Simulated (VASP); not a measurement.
MgO: single point with LDA

The system is MgO.

```
CELL_PARAMETERS angstrom
5.52307 0.00000 0.00000
0.00000 5.52307 0.00000
0.00000 0.00000 5.52307
ATOMIC_POSITIONS crystal
Mg 0.25000 0.98423 0.50000
Mg 0.00000 0.51577 0.25000
Mg 0.50000 0.75000 0.00000
Mg 0.75000 0.98423 0.50000
Mg 0.00000 0.51577 0.75000
Mg 0.50000 0.25000 0.00000
O 0.25000 0.49769 0.00000
O 0.50000 0.00231 0.25000
O 0.00000 0.75000 0.50000
O 0.75000 0.49769 0.00000
O 0.50000 0.00231 0.75000
O 0.00000 0.25000 0.50000
```

This cell differs from its parent crystal: atoms displaced along a vibrational mode.

```
Program                : VASP 6.6.1
Task                   : single point
Functional             : LDA
Potentials or basis    : VASP PAW LDA potentials, release 64 (Mg, O)
Cutoff                 : 520 eV
k mesh                 : 4 × 4 × 4
Occupations            : gaussian, width 0.05 eV
Spin                   : no spin polarisation
Dipole correction      : no
Further INCAR settings : ALGO = Normal; EDIFF = 1e-06; NBANDS = 36
```

```
Pressure               : -0.5 GPa
Largest force          : 1.449 eV/Å
Band gap on the k mesh : 2.75 eV (least direct gap 2.76 eV)
```

Forces in eV/Å, atoms in the order of the input:
```
Mg   0.172  1.439  0.000
Mg   0.000 -1.439 -0.172
Mg   0.000  0.000  0.000
Mg  -0.172  1.439  0.000
Mg   0.000 -1.439  0.172
Mg   0.000  0.000  0.000
O   -0.028  0.532  0.000
O    0.000 -0.532  0.028
O    0.000  0.000  0.000
O    0.028  0.532  0.000
O    0.000 -0.532 -0.028
O    0.000  0.000  0.000
```

Stress tensor (GPa, compression positive):
```
-0.40  0.00  0.00
 0.00 -0.63  0.00
 0.00  0.00 -0.40
```

Levels at points of the mesh, in eV from the valence-band top:
| k point | band 20 | band 21 | band 22 | band 23 | band 24 | band 25 | band 26 | band 27 | band 28 | band 29 |
| --- | --- | --- | --- | --- | --- | --- | --- | --- | --- | --- |
| (0.00, 0.00, 0.00) | -0.47 | -0.47 | -0.07 | -0.07 | -0.01 | 2.75 | 5.70 | 7.89 | 7.89 | 7.96 |
| (0.50, 0.00, 0.00) | -0.81 | -0.56 | -0.40 | -0.07 | -0.01 | 4.66 | 4.67 | 7.49 | 7.51 | 7.79 |
| (0.00, 0.50, 0.00) | -0.83 | -0.51 | -0.51 | -0.07 | -0.07 | 4.48 | 4.89 | 7.22 | 7.78 | 7.78 |
| (0.50, 0.50, 0.00) | -0.87 | -0.71 | -0.55 | -0.28 | -0.07 | 5.38 | 5.59 | 5.95 | 6.81 | 8.12 |
| (0.50, 0.00, 0.50) | -0.94 | -0.57 | -0.39 | -0.39 | 0.00 | 5.62 | 5.62 | 5.67 | 6.66 | 8.33 |
| (0.50, 0.50, 0.50) | -0.95 | -0.95 | -0.94 | -0.55 | -0.55 | 6.11 | 6.11 | 7.10 | 7.15 | 7.51 |

Wall time 2.5 min on 1 thread of Intel Xeon 8259CL, with other jobs on the host, peak memory 0.25 GiB.

Caveat: the cell differs from its parent crystal (atoms displaced along a vibrational mode); forces of over 1 eV/Å act on the atoms, so gaps and moduli don't describe the material at rest. A k mesh can miss the band edges.
